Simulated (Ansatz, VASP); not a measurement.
# TaTi5N6: VASP beside Ansatz

File INCAR:

```
SYSTEM = TaTi5N6
PREC     = Accurate       ! precision mode
ENCUT    = 520            ! plane-wave cutoff, eV
EDIFF    = 1E-6           ! SCF threshold, eV
ISMEAR   = 0              ! smearing method
SIGMA    = 0.1            ! smearing width, eV
LREAL    = .FALSE.        ! projectors in reciprocal space
LASPH    = .TRUE.         ! aspherical terms in the spheres
NELM     = 80             ! most SCF steps
ALGO     = Normal         ! electronic algorithm
ISIF     = 2              ! what is computed and relaxed
LWAVE    = .FALSE.        ! write WAVECAR
LCHARG   = .FALSE.        ! write CHGCAR
GGA      = PE             ! functional
NBANDS   = 62             ! bands
```

The input KPOINTS:

```
regular mesh
0
G
  6 6 2
  0 0 0
```

POSCAR

```
TaTi5N6
1.0
    3.0317798000      0.0000000000      0.0000000000
    0.0000000000      3.0317798000      0.0000000000
    0.0000000000      0.0000000000     12.8123042000
Ti Ta N
5 1 6
Direct
    0.0000000000      0.0000000000      0.0000000000
    0.5000000000      0.5000000000      0.1650960000
    0.0000000000      0.0000000000      0.3269490000
    0.0000000000      0.0000000000      0.6730510000
    0.5000000000      0.5000000000      0.8349040000
    0.5000000000      0.5000000000      0.5000000000
    0.0000000000      0.0000000000      0.1644560000
    0.5000000000      0.5000000000      0.3304830000
    0.0000000000      0.0000000000      0.5000000000
    0.5000000000      0.5000000000      0.6695170000
    0.0000000000      0.0000000000      0.8355440000
    0.5000000000      0.5000000000      0.0000000000
```

Input for Ansatz:

```yaml
crystal:
  lattice:
    - [3.0317798, 0.0, 0.0]
    - [0.0, 3.0317798, 0.0]
    - [0.0, 0.0, 12.8123042]
  atoms:
    - { symbol: Ti, position: [0.0, 0.0, 0.0] }
    - { symbol: Ti, position: [0.5, 0.5, 0.165096] }
    - { symbol: Ti, position: [0.0, 0.0, 0.326949] }
    - { symbol: Ti, position: [0.0, 0.0, 0.673051] }
    - { symbol: Ti, position: [0.5, 0.5, 0.834904] }
    - { symbol: Ta, position: [0.5, 0.5, 0.5] }
    - { symbol: "N", position: [0.0, 0.0, 0.164456] }
    - { symbol: "N", position: [0.5, 0.5, 0.330483] }
    - { symbol: "N", position: [0.0, 0.0, 0.5] }
    - { symbol: "N", position: [0.5, 0.5, 0.669517] }
    - { symbol: "N", position: [0.0, 0.0, 0.835544] }
    - { symbol: "N", position: [0.5, 0.5, 0.0] }
basis:
  ecutwfc: 420
kpoints:
  mp_grid: { grid: [6, 6, 2] }
hamiltonian:
  xc: pbe
scf:
  occupations: { method: gaussian, width: 0.1 }
  lower_state_search: "off"
output:
  forces: true
  stress: true
  eigenvalues: true
```

Alike in both runs: task single point; functional PBE; k mesh 6 × 6 × 2; occupations gaussian, width 0.1 eV; no spin polarisation.

|  | VASP | Ansatz |
| --- | --- | --- |
| version | VASP 6.6.1 | Ansatz 0.2.0 |
| potentials or method | VASP PAW PBE potentials, release 64 (Ti_sv, Ta_pv, N), cutoff 520 eV | scalar-relativistic, plane waves, PAW |
| valence electrons in the cell | 101 | 103 |

|  | VASP | Ansatz | Ansatz less VASP |
| --- | --- | --- | --- |
| gap on the k mesh at the Fermi level (eV) | none | none | - |
| pressure (GPa) | 0.5 | 0.0 | -0.51 |
| traceless stress, the component that is largest in VASP (GPa) | 0.42 | 0.39 | -0.034 |
| rms of the force components (eV/Å) | 0.020 | 0.019 | -0.0016 |

Atom by atom the forces differ by 0.002 eV/Å (rms over components). A gap of «none» marks a metal or a gap that the smearing closes. VASP's potentials hold 101 valence electrons a cell and Ansatz's 103, so a difference there can come from the potentials and not from the codes.

Neither program's run includes spin-orbit coupling.
